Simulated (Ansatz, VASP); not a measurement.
# One calculation of Cu, two programs

INCAR

```
ALGO = Fast
EDIFF = 1E-7
ENCUT = 520
GGA = PE
ISIF = 2
ISMEAR = 0
LASPH = T
LCHARG = F
LREAL = F
LWAVE = F
NBANDS = 12
NELM = 100
PREC = Accurate
SIGMA = 0.15
```

The input KPOINTS:

```
k-points
0
Gamma
  24 24 24
```

POSCAR

```
Cu
1.0
   -1.4574455681      1.4574455681      1.2615648838
    1.4574455681     -1.4574455681      1.2615648838
    1.4574455681      1.4574455681     -1.2615648838
Cu
1
Direct
    0.0000000000      0.0000000000      0.0000000000
```

Input for Ansatz:

```yaml
crystal:
  lattice:
    - [-1.4574455681, 1.4574455681, 1.2615648838]
    - [1.4574455681, -1.4574455681, 1.2615648838]
    - [1.4574455681, 1.4574455681, -1.2615648838]
  atoms:
    - { symbol: Cu, position: [0.0, 0.0, 0.0] }
basis:
  ecutwfc: 520.0
kpoints:
  mp_grid: { grid: [24, 24, 24] }
hamiltonian:
  xc: pbe
  pseudopotentials: { kind: paw, azcp: { folder: soft_1 } }
scf:
  occupations: { method: gaussian, width: 0.15 }
output:
  forces: true
  stress: true
  eigenvalues: true
```

Alike in both runs: task single point; functional PBE; k mesh 24 × 24 × 24; occupations gaussian, width 0.15 eV; no spin polarisation.

|  | VASP | Ansatz |
| --- | --- | --- |
| version | VASP 6.6.1 | Ansatz 0.2.0 |
| potentials or method | VASP PAW PBE potentials, release 64 (Cu), cutoff 520 eV | scalar-relativistic, plane waves, PAW |
| valence electrons in the cell | 11 | 19 |

|  | VASP | Ansatz | Ansatz less VASP |
| --- | --- | --- | --- |
| gap on the k mesh at the Fermi level (eV) | none | none | - |
| pressure (GPa) | 22.2 | 21.6 | -0.67 |
| traceless stress, the component that is largest in VASP (GPa) | 3.71 | 3.69 | -0.018 |

A gap of «none» marks a metal or a gap that the smearing closes. VASP's potentials hold 11 valence electrons a cell and Ansatz's 19, so a difference there can come from the potentials and not from the codes.
